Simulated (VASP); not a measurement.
# GaP (F-43m) in VASP: single point with PBE

Aim: the single point of GaP with PBE.

Everything below comes from runs of VASP 6.6.1. Logs are shortened: lines on timing, memory, paths and dates and some standing lists are left out, and cuts for length are marked.

### 1 The cell of the first run

It takes space group F-43m (No. 216, cubic). The conventional cell has a = 5.490 Å, b = 5.490 Å, c = 5.490 Å, α = 90.00°, β = 90.00°, γ = 90.00°. Within 3.1 Å of Ga (site symmetry -43m) lie 4 P at 2.38 Å. P (site symmetry -43m) has 4 Ga at 2.38 Å within 3.1 Å.

### 2 Single point, PBE

INCAR

```
SYSTEM = GaP
ALGO = Normal
EDIFF = 1E-6
ENCUT = 500
GGA = PE
GGA_COMPAT = .False.
ISIF = 2
ISMEAR = -1
LASPH = .True.
LCHARG = .False.
LREAL = .False.
LWAVE = .False.
NBANDS = 16
NELM = 120
PREC = Accurate
SIGMA = 0.1
```

KPOINTS

```
k-points
0
Gamma
  8 8 8
  0 0 0
```

POSCAR

```
GaP
1.0
    0.0000000000      2.7451400000      2.7451400000
    2.7451400000      0.0000000000      2.7451400000
    2.7451400000      2.7451400000      0.0000000000
Ga P
1 1
Direct
    0.0000000000      0.0000000000      0.0000000000
    0.2500000000      0.2500000000      0.2500000000
```

Potentials or basis: VASP PAW PBE potentials, release 64 (Ga_d, P).

Launch:

```bash
$ cat potpaw_PBE.64/Ga_d/POTCAR potpaw_PBE.64/P/POTCAR > POTCAR
$ mpirun -np 1 vasp_std > vasp.out
```

OUTCAR:

```text
SYSTEM = GaP
   EDIFF = 1E-6
   ENCUT = 500
   GGA = PE
   ISIF = 2
   ISMEAR = -1
   LASPH = .True.
   LREAL = .False.
   NELM = 120
   PREC = Accurate

 ion  position               nearest neighbor table
   1  0.000  0.000  0.000-   2 2.38   2 2.38   2 2.38   2 2.38
   2  0.250  0.250  0.250-   1 2.38   1 2.38   1 2.38   1 2.38

  LATTYP: Found a face centered cubic cell.
 ALAT       =     5.4902800000

  Lattice vectors:

 A1 = (   0.0000000000,   2.7451400000,   2.7451400000)
 A2 = (   2.7451400000,   0.0000000000,   2.7451400000)
 A3 = (   2.7451400000,   2.7451400000,   0.0000000000)

Analysis of symmetry for initial positions (statically):
=====================================================================
 Subroutine PRICEL returns:
 Original cell was already a primitive cell.

 Routine SETGRP: Setting up the symmetry group for a
 face centered cubic supercell.

 Subroutine GETGRP returns: Found 24 space group operations
 (whereof 24 operations were pure point group operations)
 out of a pool of 48 trial point group operations.

The static configuration has the point symmetry T_d .

Analysis of symmetry for dynamics (positions and initial velocities):
=====================================================================
 Subroutine PRICEL returns:
 Original cell was already a primitive cell.

 Routine SETGRP: Setting up the symmetry group for a
 face centered cubic supercell.

 Subroutine GETGRP returns: Found 24 space group operations
 (whereof 24 operations were pure point group operations)
 out of a pool of 48 trial point group operations.

The dynamic configuration has the point symmetry T_d .

 Subroutine INISYM returns: Found 24 space group operations
 (whereof 24 operations are pure point group operations),
 and found     1 'primitive' translations

----------------------------------------------------------------------------------------

                                     Primitive cell

  volume of cell :      41.3736

  direct lattice vectors                    reciprocal lattice vectors
     0.000000000  2.745140000  2.745140000    -0.182140073  0.182140073  0.182140073
     2.745140000  0.000000000  2.745140000     0.182140073 -0.182140073  0.182140073
     2.745140000  2.745140000  0.000000000     0.182140073  0.182140073 -0.182140073

  length of vectors
     3.882214219  3.882214219  3.882214219     0.315475861  0.315475861  0.315475861

  position of ions in fractional coordinates (direct lattice)
     0.000000000  0.000000000  0.000000000
     0.250000000  0.250000000  0.250000000

  ion indices of the primitive-cell ions
   primitive index   ion index
                 1           1
                 2           2

----------------------------------------------------------------------------------------

 KPOINTS: k-points

Automatic generation of k-mesh.
 Grid dimensions read from file:
 generate k-points for:    8    8    8

 Generating k-lattice:

  Cartesian coordinates                     Fractional coordinates (reciprocal lattice)
    -0.022767509  0.022767509  0.022767509     0.125000000  0.000000000  0.000000000
     0.022767509 -0.022767509  0.022767509     0.000000000  0.125000000  0.000000000
     0.022767509  0.022767509 -0.022767509     0.000000000  0.000000000  0.125000000

  Length of vectors
     0.039434483  0.039434483  0.039434483

  Shift w.r.t. Gamma in fractional coordinates (k-lattice)
     0.000000000  0.000000000  0.000000000

 Subroutine IBZKPT returns following result:
 ===========================================

 Found     29 irreducible k-points:

 Following reciprocal coordinates:
            Coordinates               Weight
  0.000000  0.000000  0.000000      1.000000
  0.125000  0.000000  0.000000      8.000000
  0.250000  0.000000  0.000000      8.000000
  0.375000  0.000000  0.000000      8.000000
  0.500000  0.000000  0.000000      4.000000
  0.125000  0.125000  0.000000      6.000000
[... 16 lines left out ...]
  0.500000  0.250000  0.125000     48.000000
 -0.375000  0.250000  0.125000     24.000000
 [... further k-points ...]
   k-points           NKPTS =     29   k-points in BZ     NKDIM =     29   number of bands    NBANDS=     16
   number of dos      NEDOS =    301   number of ions     NIONS =      2
   total plane-waves  NPLWV =  21952
   dimension x,y,z NGX =    28 NGY =   28 NGZ =   28
   dimension x,y,z NGXF=    56 NGYF=   56 NGZF=   56
   ions per type =               1   1
   NGX,Y,Z   is equivalent  to a cutoff of  11.99, 11.99, 11.99 a.u.
   NGXF,Y,Z  is equivalent  to a cutoff of  23.98, 23.98, 23.98 a.u.
 SYSTEM =  GaP
   PREC   = accura    normal or accurate (medium, high low for compatibility)
   ISTART =      0    job   : 0-new  1-cont  2-samecut
   ICHARG =      2    charge: 1-file 2-atom 10-const
   ISPIN  =      1    spin polarized calculation?
   LNONCOLLINEAR =      F non collinear calculations
   LSORBIT =      F    spin-orbit coupling
   LASPH  =      T    aspherical Exc in radial PAW
   ENCUT  =  500.0 eV  36.75 Ry    6.06 a.u.   7.08  7.08  7.08*2*pi/ulx,y,z
   NELM   =    120;   NELMIN=  2; NELMDL= -5     # of ELM steps
   EDIFF  = 0.1E-05   stopping-criterion for ELM
   LREAL  =      F    real-space projection
   EDIFFG = 0.1E-04   stopping-criterion for IOM
   NSW    =      0    number of steps for IOM
   IBRION =     -1    ionic relax: 0-MD 1-quasi-New 2-CG
   NFREE  =      0    steps in history (QN), initial steepest desc. (CG)
   ISIF   =      2    stress and relaxation
   ISYM   =      2    0-nonsym 1-usesym 2-fastsym
   POTIM  = 0.5000    time-step for ionic-motion
   TEBEG  =    0.0;   TEEND  =   0.0 temperature during run
   PSTRESS=    0.0 pullay stress
   NELECT =      18.0000    total number of electrons
   NUPDOWN=      -1.0000    fix difference up-down
   EMIN   =  10.00;   EMAX   =-10.00  energy-range for DOS
   EFERMI =   0.00;   METHOD = LEGACY
   ISMEAR =    -1;   SIGMA  =   0.10  broadening in eV -4-tet -1-fermi 0-gaus
   EFERMI_NEDOS =   21; number of points for ismear=-14 and -15
   IALGO  =     38    algorithm
   IMIX   =      4    mixing-type and parameters
     AMIX     =   0.40;   BMIX     =  1.00
     AMIX_MAG =   1.60;   BMIX_MAG =  1.00
  volume/ion in A,a.u.               =      20.69       139.60
  Fermi-wavevector in a.u.,A,eV,Ry     =   1.240484  2.344175 20.936653  1.538801
  Thomas-Fermi vector in A             =   2.374923
   LORBIT       =      0    0 simple, 1 ext, 2 COOP (PROOUT), +10 PAW based schemes
   GGA     = PE    functional components
   LHFCALC =     F    Hartree Fock is set to
   AEXX    =    0.0000 exact exchange contribution
   IVDW    =     0    specifies the selected vdW correction
   LEPSILON=     F    determine dielectric tensor
   LRPA    =     F    only Hartree local field effects (RPA)
 non-spin polarized calculation
  energy-cutoff  :      500.00
  volume of cell :       41.37
 maximum number of plane-waves:      1067
   NGX = 15   NGY = 15   NGZ = 15

 number of electron      18.0000013 magnetization

 Free energy of the ion-electron system (eV)
  ---------------------------------------------------
  ext. energy  EPLUGINS =         0.00000000
  ---------------------------------------------------
  free energy    TOTEN  =        -9.12472487 eV

  energy without entropy =       -9.12470332  energy(sigma->0) =       -9.12471409

 E-fermi :   5.1959     XC(G=0):  -9.7340

 val. band max:        4.4321193289   @ k =   0.0000   0.0000   0.0000
 cond. band min:       6.0383905882   @ k =   0.5000   0.0000   0.0000
 fundamental gap:      1.6062712593
 Fermi energy:         5.1959335800

 k-point     1 :       0.0000    0.0000    0.0000
  band No.  band energies     occupation
      1     -10.0837      2.00000
      2     -10.0837      2.00000
      3     -10.0837      2.00000
      4      -9.9905      2.00000
      5      -9.9905      2.00000
      6      -7.8977      2.00000
[... 8 lines left out ...]
     15      14.1892      0.00000
     16      14.1892      0.00000

 k-point     2 :       0.1250    0.0000    0.0000
  band No.  band energies     occupation
      1     -10.0960      2.00000
      2     -10.0793      2.00000
      3     -10.0793      2.00000
      4      -9.9905      2.00000
      5      -9.9905      2.00000
      6      -7.7011      2.00000
[... 8 lines left out ...]
     15      13.5789      0.00000
     16      14.0306      0.00000

 k-point     3 :       0.2500    0.0000    0.0000
  band No.  band energies     occupation
      1     -10.1234      2.00000
      2     -10.0700      2.00000
      3     -10.0700      2.00000
      4      -9.9893      2.00000
      5      -9.9893      2.00000
      6      -7.1444      2.00000
[... 8 lines left out ...]
     15      13.3952      0.00000
     16      14.3010      0.00000

 k-point     4 :       0.3750    0.0000    0.0000
  band No.  band energies     occupation
      1     -10.1484      2.00000
      2     -10.0628      2.00000
      3     -10.0628      2.00000
      4      -9.9858      2.00000
      5      -9.9858      2.00000
      6      -6.3712      2.00000
[... 8 lines left out ...]
     15      14.5622      0.00000
     16      14.5622      0.00000

 k-point     5 :       0.5000    0.0000    0.0000
  band No.  band energies     occupation
      1     -10.1582      2.00000
      2     -10.0606      2.00000
      3     -10.0606      2.00000
      4      -9.9836      2.00000
      5      -9.9836      2.00000
      6      -5.9025      2.00000
[... 8 lines left out ...]
     15      16.0488      0.00000
     16      16.0488      0.00000

 k-point     6 :       0.1250    0.1250    0.0000
  band No.  band energies     occupation
      1     -10.1041      2.00000
      2     -10.0752      2.00000
      3     -10.0752      2.00000
      4      -9.9942      2.00000
      5      -9.9875      2.00000
      6      -7.6358      2.00000
[... 8 lines left out ...]
     15      14.3879      0.00000
     16      14.4313      0.00000

 k-point     7 :       0.2500    0.1250    0.0000
  band No.  band energies     occupation
      1     -10.1258      2.00000
      2     -10.0673      2.00000
      3     -10.0654      2.00000
      4      -9.9970      2.00000
      5      -9.9847      2.00000
      6      -7.1976      2.00000
[... 8 lines left out ...]
     15      14.4269      0.00000
     16      15.4673      0.00000

 k-point     8 :       0.3750    0.1250    0.0000
  band No.  band energies     occupation
      1     -10.1477      2.00000
      2     -10.0610      2.00000
      3     -10.0572      2.00000
      4      -9.9954      2.00000
      5      -9.9822      2.00000
      6      -6.4784      2.00000
[... 8 lines left out ...]
     15      15.1996      0.00000
     16      15.2636      0.00000

 k-point     9 :       0.5000    0.1250    0.0000
  band No.  band energies     occupation
      1     -10.1596      2.00000
      2     -10.0583      2.00000
      3     -10.0544      2.00000
      4      -9.9899      2.00000
      5      -9.9824      2.00000
      6      -5.8245      2.00000
[... 8 lines left out ...]
     15      16.0505      0.00000
     16      16.2534      0.00000
[... 172 lines left out ...]
 k-point    19 :       0.5000    0.3750    0.0000
  band No.  band energies     occupation
      1     -10.1853      2.00000
      2     -10.0317      2.00000
      3     -10.0277      2.00000
      4     -10.0166      2.00000
      5      -9.9733      2.00000
      6      -5.2380      2.00000
[... 8 lines left out ...]
     15      16.3809      0.00000
     16      17.5041      0.00000

 k-point    20 :      -0.3750    0.3750    0.0000
  band No.  band energies     occupation
      1     -10.1778      2.00000
      2     -10.0409      2.00000
      3     -10.0315      2.00000
      4     -10.0080      2.00000
      5      -9.9790      2.00000
      6      -5.0694      2.00000
[... 8 lines left out ...]
     15      14.7990      0.00000
     16      18.9276      0.00000

 k-point    21 :       0.5000    0.5000    0.0000
  band No.  band energies     occupation
      1     -10.1929      2.00000
      2     -10.0231      2.00000
      3     -10.0231      2.00000
      4     -10.0230      2.00000
      5      -9.9703      2.00000
      6      -5.0325      2.00000
[... 8 lines left out ...]
     15      16.7817      0.00000
     16      17.3342      0.00000

 k-point    22 :       0.3750    0.2500    0.1250
  band No.  band energies     occupation
      1     -10.1451      2.00000
      2     -10.0589      2.00000
      3     -10.0552      2.00000
      4     -10.0003      2.00000
      5      -9.9821      2.00000
      6      -6.6703      2.00000
[... 8 lines left out ...]
     15      15.4672      0.00000
     16      16.7149      0.00000

 k-point    23 :       0.5000    0.2500    0.1250
  band No.  band energies     occupation
      1     -10.1595      2.00000
      2     -10.0554      2.00000
      3     -10.0467      2.00000
      4      -9.9983      2.00000
      5      -9.9821      2.00000
      6      -5.9431      2.00000
[... 8 lines left out ...]
     15      15.8575      0.00000
     16      17.1679      0.00000

 k-point    24 :      -0.3750    0.2500    0.1250
  band No.  band energies     occupation
      1     -10.1647      2.00000
      2     -10.0549      2.00000
      3     -10.0437      2.00000
      4      -9.9951      2.00000
      5      -9.9837      2.00000
      6      -5.5091      2.00000
[... 8 lines left out ...]
     15      16.3573      0.00000
     16      16.8154      0.00000

 [... further k-points ...]

------------------------ aborting loop because EDIFF is reached ----------------------------------------

  FORCE on cell =-STRESS in cart. coord.  units (eV):
  Direction    XX          YY          ZZ          XY          YZ          ZX
  --------------------------------------------------------------------------------------
  -------------------------------------------------------------------------------------
  Total        0.1536308      0.1536308      0.1536308      0.0000000      0.0000000     -0.0000000
  in kB        5.9492917      5.9492917      5.9492917      0.0000000      0.0000000     -0.0000000
  external PRESSURE =       5.9492917 kB  Pullay stress =       0.0000000 kB

 VOLUME and BASIS-vectors are now :
 -----------------------------------------------------------------------------
  energy-cutoff  :      500.00
  volume of cell :       41.37
      direct lattice vectors                 reciprocal lattice vectors
     0.000000000  2.745140000  2.745140000    -0.182140073  0.182140073  0.182140073
     2.745140000  0.000000000  2.745140000     0.182140073 -0.182140073  0.182140073
     2.745140000  2.745140000  0.000000000     0.182140073  0.182140073 -0.182140073

 POSITION                                       TOTAL-FORCE (eV/Angst)
 -----------------------------------------------------------------------------------
      0.00000      0.00000      0.00000         0.000000      0.000000      0.000000
      1.37257      1.37257      1.37257        -0.000000     -0.000000     -0.000000
 -----------------------------------------------------------------------------------
    total drift:                                0.000001      0.000001      0.000001

  FREE ENERGIE OF THE ION-ELECTRON SYSTEM (eV)
  ---------------------------------------------------
  free  energy   TOTEN  =        -9.1247248689 eV

  energy  without entropy=       -9.1247033198  energy(sigma->0) =       -9.12471409
```

It took 32 s on 1 thread of AMD EPYC 7R13, shared host; peak memory 0.13 GiB.

What came out:

| Item | Value |
| --- | --- |
| Free energy | -9.1247 eV |
| Pressure | 0.6 GPa |
| Band gap on the k mesh | 1.61 eV, indirect (least direct gap 1.65 eV) |

A k mesh can miss the band edges. PBE gaps usually lie below the measured ones, often by a third to a half.
